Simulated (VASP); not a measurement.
Write the native input for VASP 6.6.1 that does the following.

```
Task                   : single point
Functional             : PBE
Potentials or basis    : VASP PAW PBE potentials, release 64 (Ru_pv, Ir)
Cutoff                 : 520 eV
k mesh                 : 18 × 18 × 4
Occupations            : gaussian, width 0.1 eV
Spin                   : no spin polarisation
Dipole correction      : no
Further INCAR settings : ALGO = Fast; EDIFF = 1e-06; NBANDS = 46
```

The structure of IrRu2 lies in POSCAR:

```
IrRu2
1.0
    2.7324008616      0.0000000000      0.0000000000
   -1.3662004308      2.3663285595      0.0000000000
    0.0000000000      0.0000000000     12.9966259792
Ru Ir
4 2
Direct
    0.3333333333      0.6666666667      0.0809008322
    0.3333333333      0.6666666667      0.4190991678
    0.6666666667      0.3333333333      0.5809008322
    0.6666666667      0.3333333333      0.9190991678
    0.3333333333      0.6666666667      0.7500000000
    0.6666666667      0.3333333333      0.2500000000
```

These files were run (other wordings do the same):

INCAR

```
  PREC = Accurate
  ENCUT = 520
  EDIFF = 1E-6
  ISMEAR = 0
  SIGMA = 0.1
  LREAL = F
  LASPH = T
  NELM = 100
  ALGO = Fast
  ISIF = 2
  LWAVE = F
  LCHARG = F
  GGA = PE
  NBANDS = 46
```

KPOINTS

```
regular mesh
0
Gamma
  18 18 4
```

Potentials or basis: VASP PAW PBE potentials, release 64 (Ru_pv, Ir).

Launch:

```console
$ cat potpaw_PBE.64/Ru_pv/POTCAR potpaw_PBE.64/Ir/POTCAR > POTCAR
$ mpirun -np 1 vasp_std > vasp.out
```

Results of the run:

```yaml
Pressure: 0.1 GPa
Largest_force: 0.017 eV/Å
Band_gap_on_the_k_mesh: zero (bands 37 and 38 overlap by 2.75 eV)
```

Caveat: spin-orbit coupling is left out, which moves the levels of the heavy elements.

Wall time 14 min on 1 thread of Intel Xeon 8259CL (shared host), peak memory 0.44 GiB.
